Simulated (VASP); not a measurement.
A run of VASP 6.6.1 is set up as follows.

File INCAR:

```
SYSTEM = RbBr
PREC = Accurate ; ENCUT = 520
EDIFF = 1E-6 ; ISMEAR = 0
SIGMA = 0.02 ; LREAL = .FALSE.
LASPH = .TRUE. ; NELM = 60
ALGO = Normal ; ISIF = 2
LWAVE = .FALSE. ; LCHARG = .FALSE.
GGA = PE ; NBANDS = 15
```

Contents of KPOINTS:

```
regular mesh
0
G
  7 7 7
  0 0 0
```

File POSCAR:

```
RbBr
1.0
    4.1260773000      0.0000000000      0.0000000000
    0.0000000000      4.1260773000      0.0000000000
    0.0000000000      0.0000000000      4.1260773000
Rb Br
1 1
Direct
    0.0000000000      0.0000000000      0.0000000000
    0.5000000000      0.5000000000      0.5000000000
```

Potentials or basis: VASP PAW PBE potentials, release 64 (Rb_sv, Br).

The run is started by

```console
$ cat potpaw_PBE.64/Rb_sv/POTCAR potpaw_PBE.64/Br/POTCAR > POTCAR
$ mpirun -np 1 vasp_std > vasp.out
```

**Question.** Predict the pressure.

**Answer.** 0.8 GPa.

**Question.** Estimate the band gap on the k mesh.

**Answer.** 4.10 eV, indirect (least direct gap 4.23 eV).

A k mesh can miss the band edges. A hybrid or GW would open this gap; PBE tends to underestimate it.
